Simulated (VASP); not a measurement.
# Zr (P6_3/mmc) in VASP: notebook

Zr is run at these levels: PBE, RPBE; tasks: single point, relaxation of cell and atoms.

Program: VASP 6.6.1. These are calculated values, not measurements. Logs are shortened: lines on timing, memory, paths and dates and some standing lists are left out, and cuts for length are marked.

**1. The cell of the first run**

It takes space group P6_3/mmc (No. 194, hexagonal). The conventional cell has a = 3.232 Å, b = 3.232 Å, c = 5.147 Å, α = 90.00°, β = 90.00°, γ = 120.00°. Zr (site symmetry -6m2) has 12 Zr at 3.18 to 3.23 Å within 4.2 Å.

**2. Single point, PBE**

INCAR

```
SYSTEM = Zr
ALGO = Normal
EDIFF = 1E-6
ENCUT = 520
GGA = PE
ISIF = 2
ISMEAR = 0
LASPH = .TRUE.
LCHARG = .FALSE.
LREAL = .FALSE.
LWAVE = .FALSE.
NBANDS = 19
NELM = 100
PREC = Accurate
SIGMA = 0.019000000000000003
```

KPOINTS

```
k-points
0
G
  9 9 5
  0 0 0
```

POSCAR

```
Zr
1.0
    3.2320000000      0.0000000000      0.0000000000
   -1.6160000000      2.7989941050      0.0000000000
    0.0000000000      0.0000000000      5.1470000000
Zr
2
Direct
    0.6666666667      0.3333333333      0.7500000000
    0.3333333333      0.6666666667      0.2500000000
```

Potentials or basis: VASP PAW PBE potentials, release 64 (Zr_sv).

Started as:

```bash
$ cat potpaw_PBE.64/Zr_sv/POTCAR > POTCAR
$ mpirun -np 1 vasp_std > vasp.out
```

OUTCAR:

```text
SYSTEM = Zr
   EDIFF = 1E-6
   ENCUT = 520
   GGA = PE
   ISIF = 2
   ISMEAR = 0
   LASPH = .TRUE.
   LREAL = .FALSE.
   NELM = 100
   PREC = Accurate

 ion  position               nearest neighbor table
   1  0.667  0.333  0.750-   2 3.18   2 3.18   2 3.18   2 3.18   2 3.18   2 3.18
   2  0.333  0.667  0.250-   1 3.18   1 3.18   1 3.18   1 3.18   1 3.18   1 3.18

  LATTYP: Found a hexagonal cell.
 ALAT       =     3.2320000000
 C/A-ratio  =     1.5925123762

  Lattice vectors:

 A1 = (   3.2320000000,   0.0000000000,   0.0000000000)
 A2 = (  -1.6160000000,   2.7989941050,   0.0000000000)
 A3 = (   0.0000000000,   0.0000000000,   5.1470000000)

Analysis of symmetry for initial positions (statically):
=====================================================================
 Subroutine PRICEL returns:
 Original cell was already a primitive cell.

 Routine SETGRP: Setting up the symmetry group for a
 hexagonal supercell.

 Subroutine GETGRP returns: Found 24 space group operations
 (whereof 12 operations were pure point group operations)
 out of a pool of 24 trial point group operations.

The static configuration has the point symmetry D_3d.
 The point group associated with its full space group is D_6h.

Analysis of symmetry for dynamics (positions and initial velocities):
=====================================================================
 Subroutine PRICEL returns:
 Original cell was already a primitive cell.

 Routine SETGRP: Setting up the symmetry group for a
 hexagonal supercell.

 Subroutine GETGRP returns: Found 24 space group operations
 (whereof 12 operations were pure point group operations)
 out of a pool of 24 trial point group operations.

The dynamic configuration has the point symmetry D_3d.
 The point group associated with its full space group is D_6h.

 Subroutine INISYM returns: Found 24 space group operations
 (whereof 12 operations are pure point group operations),
 and found     1 'primitive' translations

----------------------------------------------------------------------------------------

                                     Primitive cell

  volume of cell :      46.5616

  direct lattice vectors                    reciprocal lattice vectors
     3.232000000  0.000000000  0.000000000     0.309405941  0.178635603  0.000000000
    -1.616000000  2.798994105  0.000000000     0.000000000  0.357271206  0.000000000
     0.000000000  0.000000000  5.147000000     0.000000000  0.000000000  0.194287935

  length of vectors
     3.232000000  3.232000000  5.147000000     0.357271206  0.357271206  0.194287935

  position of ions in fractional coordinates (direct lattice)
     0.666666667  0.333333333  0.750000000
     0.333333333  0.666666667  0.250000000

  ion indices of the primitive-cell ions
   primitive index   ion index
                 1           1
                 2           2

----------------------------------------------------------------------------------------

 KPOINTS: k-points

Automatic generation of k-mesh.
 Grid dimensions read from file:
 generate k-points for:    9    9    5

 Generating k-lattice:

  Cartesian coordinates                     Fractional coordinates (reciprocal lattice)
     0.034378438  0.019848400  0.000000000     0.111111111  0.000000000  0.000000000
     0.000000000  0.039696801  0.000000000     0.000000000  0.111111111  0.000000000
     0.000000000  0.000000000  0.038857587     0.000000000  0.000000000  0.200000000

  Length of vectors
     0.039696801  0.039696801  0.038857587

  Shift w.r.t. Gamma in fractional coordinates (k-lattice)
     0.000000000  0.000000000  0.000000000

 Subroutine IBZKPT returns following result:
 ===========================================

 Found     36 irreducible k-points:

 Following reciprocal coordinates:
            Coordinates               Weight
  0.000000  0.000000  0.000000      1.000000
  0.111111  0.000000  0.000000      6.000000
  0.222222  0.000000  0.000000      6.000000
  0.333333  0.000000  0.000000      6.000000
  0.444444  0.000000  0.000000      6.000000
  0.111111  0.111111  0.000000      6.000000
[... 16 lines left out ...]
  0.333333  0.222222  0.200000     24.000000
  0.333333  0.333333  0.200000      4.000000
 [... further k-points ...]
   k-points           NKPTS =     36   k-points in BZ     NKDIM =     36   number of bands    NBANDS=     19
   number of dos      NEDOS =    301   number of ions     NIONS =      2
   total plane-waves  NPLWV =  23040
   dimension x,y,z NGX =    24 NGY =   24 NGZ =   40
   dimension x,y,z NGXF=    48 NGYF=   48 NGZF=   80
   ions per type =               2
   NGX,Y,Z   is equivalent  to a cutoff of  12.34, 12.34, 12.92 a.u.
   NGXF,Y,Z  is equivalent  to a cutoff of  24.69, 24.69, 25.84 a.u.
 SYSTEM =  Zr
   PREC   = accura    normal or accurate (medium, high low for compatibility)
   ISTART =      0    job   : 0-new  1-cont  2-samecut
   ICHARG =      2    charge: 1-file 2-atom 10-const
   ISPIN  =      1    spin polarized calculation?
   LNONCOLLINEAR =      F non collinear calculations
   LSORBIT =      F    spin-orbit coupling
   LASPH  =      T    aspherical Exc in radial PAW
   ENCUT  =  520.0 eV  38.22 Ry    6.18 a.u.   6.01  6.01  9.57*2*pi/ulx,y,z
   NELM   =    100;   NELMIN=  2; NELMDL= -5     # of ELM steps
   EDIFF  = 0.1E-05   stopping-criterion for ELM
   LREAL  =      F    real-space projection
   EDIFFG = 0.1E-04   stopping-criterion for IOM
   NSW    =      0    number of steps for IOM
   IBRION =     -1    ionic relax: 0-MD 1-quasi-New 2-CG
   NFREE  =      0    steps in history (QN), initial steepest desc. (CG)
   ISIF   =      2    stress and relaxation
   ISYM   =      2    0-nonsym 1-usesym 2-fastsym
   POTIM  = 0.5000    time-step for ionic-motion
   TEBEG  =    0.0;   TEEND  =   0.0 temperature during run
   PSTRESS=    0.0 pullay stress
   NELECT =      24.0000    total number of electrons
   NUPDOWN=      -1.0000    fix difference up-down
   EMIN   =  10.00;   EMAX   =-10.00  energy-range for DOS
   EFERMI =   0.00;   METHOD = LEGACY
   ISMEAR =     0;   SIGMA  =   0.02  broadening in eV -4-tet -1-fermi 0-gaus
   EFERMI_NEDOS =   21; number of points for ismear=-14 and -15
   IALGO  =     38    algorithm
   IMIX   =      4    mixing-type and parameters
     AMIX     =   0.40;   BMIX     =  1.00
     AMIX_MAG =   1.60;   BMIX_MAG =  1.00
  volume/ion in A,a.u.               =      23.28       157.11
  Fermi-wavevector in a.u.,A,eV,Ry     =   1.312611  2.480475 23.442130  1.722948
  Thomas-Fermi vector in A             =   2.442991
   LORBIT       =      0    0 simple, 1 ext, 2 COOP (PROOUT), +10 PAW based schemes
   GGA     = PE    functional components
   LHFCALC =     F    Hartree Fock is set to
   AEXX    =    0.0000 exact exchange contribution
   IVDW    =     0    specifies the selected vdW correction
   LEPSILON=     F    determine dielectric tensor
   LRPA    =     F    only Hartree local field effects (RPA)
 non-spin polarized calculation
 Gauss-broadening in eV      SIGMA  =   0.02
  energy-cutoff  :      520.00
  volume of cell :       46.56
 maximum number of plane-waves:      1284
   NGX = 13   NGY = 13   NGZ = 19

 number of electron      24.0000000 magnetization

 Free energy of the ion-electron system (eV)
  ---------------------------------------------------
  ext. energy  EPLUGINS =         0.00000000
  ---------------------------------------------------
  free energy    TOTEN  =       -17.04434255 eV

  energy without entropy =      -17.04365673  energy(sigma->0) =      -17.04399964

 E-fermi :   9.0329     XC(G=0): -11.0828

 val. band max:        9.0301432504   @ k =   0.1111   0.0000   0.4000
 cond. band min:       9.0358239244   @ k =   0.2222   0.2222   0.4000
 fundamental gap:      0.0056806740
 Fermi energy:         9.0329336653

 k-point     1 :       0.0000    0.0000    0.0000
  band No.  band energies     occupation
      1     -39.8511      2.00000
      2     -39.6967      2.00000
      3     -18.3740      2.00000
      4     -17.5037      2.00000
      5     -17.5037      2.00000
      6     -17.3680      2.00000
[... 11 lines left out ...]
     18      11.1266      0.00000
     19      13.4217      0.00000

 k-point     2 :       0.1111    0.0000    0.0000
  band No.  band energies     occupation
      1     -39.8373      2.00000
      2     -39.6911      2.00000
      3     -18.3367      2.00000
      4     -17.5853      2.00000
      5     -17.5304      2.00000
      6     -17.4466      2.00000
[... 11 lines left out ...]
     18      10.8458      0.00000
     19      13.6256      0.00000

 k-point     3 :       0.2222    0.0000    0.0000
  band No.  band energies     occupation
      1     -39.8010      2.00000
      2     -39.6780      2.00000
      3     -18.2337      2.00000
      4     -17.7916      2.00000
      5     -17.6507      2.00000
      6     -17.5943      2.00000
[... 11 lines left out ...]
     18      11.6881      0.00000
     19      13.9627      0.00000

 k-point     4 :       0.3333    0.0000    0.0000
  band No.  band energies     occupation
      1     -39.7558      2.00000
      2     -39.6667      2.00000
      3     -18.0920      2.00000
      4     -18.0248      2.00000
      5     -17.8691      2.00000
      6     -17.6628      2.00000
[... 11 lines left out ...]
     18      12.8889      0.00000
     19      14.1858      0.00000

 k-point     5 :       0.4444    0.0000    0.0000
  band No.  band energies     occupation
      1     -39.7210      2.00000
      2     -39.6645      2.00000
      3     -18.1753      2.00000
      4     -18.0055      2.00000
      5     -17.9650      2.00000
      6     -17.7059      2.00000
[... 11 lines left out ...]
     18      14.2269      0.00000
     19      14.2783      0.00000

 k-point     6 :       0.1111    0.1111    0.0000
  band No.  band energies     occupation
      1     -39.8123      2.00000
      2     -39.6818      2.00000
      3     -18.2664      2.00000
      4     -17.7055      2.00000
      5     -17.6470      2.00000
      6     -17.5269      2.00000
[... 11 lines left out ...]
     18      11.5368      0.00000
     19      13.7949      0.00000

 k-point     7 :       0.2222    0.1111    0.0000
  band No.  band energies     occupation
      1     -39.7713      2.00000
      2     -39.6698      2.00000
      3     -18.1428      2.00000
      4     -17.9074      2.00000
      5     -17.8208      2.00000
      6     -17.6282      2.00000
[... 11 lines left out ...]
     18      12.7564      0.00000
     19      13.9673      0.00000

 k-point     8 :       0.3333    0.1111    0.0000
  band No.  band energies     occupation
      1     -39.7301      2.00000
      2     -39.6641      2.00000
      3     -18.0977      2.00000
      4     -18.0008      2.00000
      5     -17.9510      2.00000
      6     -17.7209      2.00000
[... 256 lines left out ...]
 k-point    20 :       0.3333    0.1111    0.2000
  band No.  band energies     occupation
      1     -39.7238      2.00000
      2     -39.6704      2.00000
      3     -18.1786      2.00000
      4     -18.0361      2.00000
      5     -17.8537      2.00000
      6     -17.7051      2.00000
[... 11 lines left out ...]
     18      13.5937      0.00000
     19      14.4520      0.00000

 k-point    21 :       0.4444    0.1111    0.2000
  band No.  band energies     occupation
      1     -39.7058      2.00000
      2     -39.6698      2.00000
      3     -18.2275      2.00000
      4     -18.0818      2.00000
      5     -17.8441      2.00000
      6     -17.7089      2.00000
[... 11 lines left out ...]
     18      14.0892      0.00000
     19      14.9027      0.00000

 k-point    22 :       0.2222    0.2222    0.2000
  band No.  band energies     occupation
      1     -39.7269      2.00000
      2     -39.6708      2.00000
      3     -18.1173      2.00000
      4     -18.0300      2.00000
      5     -17.8122      2.00000
      6     -17.7592      2.00000
[... 11 lines left out ...]
     18      13.6383      0.00000
     19      14.5423      0.00000

 k-point    23 :       0.3333    0.2222    0.2000
  band No.  band energies     occupation
      1     -39.6987      2.00000
      2     -39.6704      2.00000
      3     -18.1385      2.00000
      4     -18.0501      2.00000
      5     -17.8939      2.00000
      6     -17.7424      2.00000
[... 11 lines left out ...]
     18      14.0439      0.00000
     19      15.4552      0.00000

 k-point    24 :       0.3333    0.3333    0.2000
  band No.  band energies     occupation
      1     -39.6796      2.00000
      2     -39.6796      2.00000
      3     -18.0347      2.00000
      4     -18.0273      2.00000
      5     -18.0273      2.00000
      6     -17.7748      2.00000
[... 11 lines left out ...]
     18      13.3869      0.00000
     19      15.7063      0.00000

 [... further k-points ...]
[... 5 lines left out ...]
  --------------------------------------------------------------------------------------
  -------------------------------------------------------------------------------------
  Total        0.0729834      0.0729834      0.3914482      0.0000000      0.0000000      0.0000000
  in kB        2.5113492      2.5113492     13.4696825      0.0000000      0.0000000      0.0000000
  external PRESSURE =       6.1641269 kB  Pullay stress =       0.0000000 kB

 VOLUME and BASIS-vectors are now :
 -----------------------------------------------------------------------------
  energy-cutoff  :      520.00
  volume of cell :       46.56
      direct lattice vectors                 reciprocal lattice vectors
     3.232000000  0.000000000  0.000000000     0.309405941  0.178635603  0.000000000
    -1.616000000  2.798994105  0.000000000     0.000000000  0.357271206  0.000000000
     0.000000000  0.000000000  5.147000000     0.000000000  0.000000000  0.194287935

 POSITION                                       TOTAL-FORCE (eV/Angst)
 -----------------------------------------------------------------------------------
      1.61600      0.93300      3.86025         0.000000      0.000000      0.000000
     -0.00000      1.86600      1.28675        -0.000000      0.000000      0.000000
 -----------------------------------------------------------------------------------
    total drift:                               -0.000000      0.000000     -0.000000

  FREE ENERGIE OF THE ION-ELECTRON SYSTEM (eV)
  ---------------------------------------------------
  free  energy   TOTEN  =       -17.0443425489 eV

  energy  without entropy=      -17.0436567275  energy(sigma->0) =      -17.04399964
```

Run time: 32 s. Hardware: 1 thread of Intel Xeon 8259CL, shared host; peak memory 0.17 GiB.

Results:

| Property | Result |
| --- | --- |
| Free energy | -17.0443 eV |
| Pressure | 0.6 GPa |
| Band gap on the k mesh | zero (band 12 reaches 9.85 eV, above the bottom of band 13 at 8.74 eV) |

Stress tensor (GPa, compression positive):
```
0.25 0.00 0.00
0.00 0.25 0.00
0.00 0.00 1.35
```

**3. Single point, RPBE**

This run uses another cell than the first one, of 23.96 Å³/atom, 1.029 times its volume.

INCAR

```
SYSTEM = Zr
ALGO     = Normal         ! electronic algorithm
EDIFF    = 1E-7           ! SCF threshold, eV
ENCUT    = 520            ! plane-wave cutoff, eV
GGA      = RP             ! functional
ISIF     = 2              ! what is computed and relaxed
ISMEAR   = -1             ! smearing method
LASPH    = .True.         ! aspherical terms in the spheres
LCHARG   = .False.        ! write CHGCAR
LREAL    = .False.        ! projectors in reciprocal space
LWAVE    = .False.        ! write WAVECAR
NBANDS   = 19             ! bands
NELM     = 60             ! most SCF steps
PREC     = Accurate       ! precision mode
SIGMA    = 0.05           ! smearing width, eV
```

KPOINTS

```
k-points
0
Gamma
  9 9 5
  0 0 0
```

POSCAR

```
Zr
1.0
    3.2567032956      0.0000000000      0.0000000000
   -1.6283516478      2.8203877866      0.0000000000
    0.0000000000      0.0000000000      5.2164312795
Zr
2
Direct
    0.6666666667      0.3333333333      0.7500000000
    0.3333333333      0.6666666667      0.2500000000
```

Potentials or basis: VASP PAW PBE potentials, release 64 (Zr_sv).

Started as:

```bash
$ cat potpaw_PBE.64/Zr_sv/POTCAR > POTCAR
$ mpirun -np 1 vasp_std > vasp.out
```

Run time: 40 s. Hardware: 1 thread of Intel Xeon 8259CL, shared host; peak memory 0.17 GiB.

Results (log left out):

* Free energy: -16.2080 eV
* Pressure: 0.0 GPa
* Band gap on the k mesh: zero (band 12 reaches 9.64 eV, above the bottom of band 13 at 8.49 eV)

Levels at points of the mesh, in eV from the Fermi level:
```
           k point  band 10  band 11  band 12  band 13  band 14  band 15
(0.00, 0.00, 0.00)    -2.96     0.87     0.87     0.95     0.99     1.52
```

Caveat: the PAW data sets were made with another functional, which shifts forces and pressure a little.

**4. Relaxation of cell and atoms, RPBE**

INCAR

```
PREC = Accurate ; ENCUT = 600
EDIFF = 1E-6 ; ISMEAR = -1
SIGMA = 0.05 ; LREAL = False
LASPH = True ; NELM = 60
ALGO = Normal ; ISIF = 3
LWAVE = False ; LCHARG = False
GGA = RP ; IBRION = 2
NSW = 80 ; EDIFFG = -0.02
```

KPOINTS

```
regular mesh
0
Gamma
  9 9 5
```

POSCAR

```
Zr
1.0
    3.2320000000      0.0000000000      0.0000000000
   -1.6160000000      2.7989941050      0.0000000000
    0.0000000000      0.0000000000      5.1470000000
Zr
2
Direct
    0.6666666667      0.3333333333      0.7500000000
    0.3333333333      0.6666666667      0.2500000000
```

Started as:

```bash
$ cat potpaw_PBE.64/Zr_sv/POTCAR > POTCAR
$ mpirun -np 1 vasp_std > vasp.out
```

Run time: 2.5 min. Hardware: 1 thread of Intel Xeon 8259CL, shared host; peak memory 0.2 GiB.

It converged, with:

- Free energy: -16.2081 eV
- Relaxed volume: 23.95 Å³/atom
- Relaxed cell: a = 3.257 Å, b = 3.257 Å, c = 5.214 Å, α = 90.00°, β = 90.00°, γ = 120.00°
- Space group after relaxing (to 0.05 Å): P6_3/mmc (No. 194)
- Energy gained by relaxing: 5.8 meV/atom
- Ionic steps: 4
- Pressure after relaxing: 0.0 GPa
- Band gap on the k mesh: zero (band 12 reaches 9.64 eV, above the bottom of band 13 at 8.49 eV)

Stress tensor (GPa, compression positive):
```
-0.05  0.00  0.00
 0.00 -0.05  0.00
 0.00  0.00  0.05
```

The path:
| step | energy change (eV) | largest force (eV/Å) | pressure (GPa) | volume (Å³) |
| --- | --- | --- | --- | --- |
| 1 | 0.0000 | 0.0000 | 2.72 | 46.56 |
| 2 | -0.0007 | 0.0000 | -2.46 | 49.28 |
| 3 | -0.0115 | 0.0000 | -0.02 | 47.92 |
| 4 | -0.0116 | 0.0000 | -0.02 | 47.91 |

Final structure:
```xyz
2
Lattice="3.2573 0.0000 0.0000 -1.6287 2.8209 0.0000 0.0000 0.0000 5.2136" Properties=species:S:1:pos:R:3 pbc="T T T"
Zr    1.6287    0.9403    3.9102
Zr    0.0000    1.8806    1.3034
```

Levels at points of the mesh, in eV from the Fermi level:
| k point | band 9 | band 10 | band 11 | band 12 | band 13 | band 14 | band 15 | band 16 |
| --- | --- | --- | --- | --- | --- | --- | --- | --- |
| (0.00, 0.00, 0.00) | -5.61 | -2.96 | 0.87 | 0.87 | 0.96 | 1.00 | 1.52 | 1.52 |

Caveat: the PAW data sets were made with another functional, which shifts forces and pressure a little. RPBE and its kin give volumes clearly too large for solids.

**5. The runs side by side**

```csv
task,level,cell,cutoff (eV),smearing,gap on the mesh (eV),pressure (GPa)
single point,PBE,"a = 3.232, b = 3.232, c = 5.147 Å, angles 90.0, 90.0, 120.0°, 2 atoms",520,gaussian 0.019 eV,none,0.6
single point,RPBE,"a = 3.257, b = 3.257, c = 5.216 Å, angles 90.0, 90.0, 120.0°, 2 atoms",520,fermi-dirac 0.05 eV,none,0.0
relaxation of cell and atoms,RPBE,"relaxed from a = 3.232, b = 3.232, c = 5.147 Å, angles 90.0, 90.0, 120.0°, 2 atoms",600,fermi-dirac 0.05 eV,none,0.0
```

Alike in all rows: potentials or basis VASP PAW PBE potentials, release 64 (Zr_sv); no spin polarisation; k mesh 9 × 9 × 5.

Caveats: the PAW data sets were made with another functional, which shifts forces and pressure a little (some runs).

Total energies depend on the potentials used, so only differences within one code and one set of settings carry meaning.
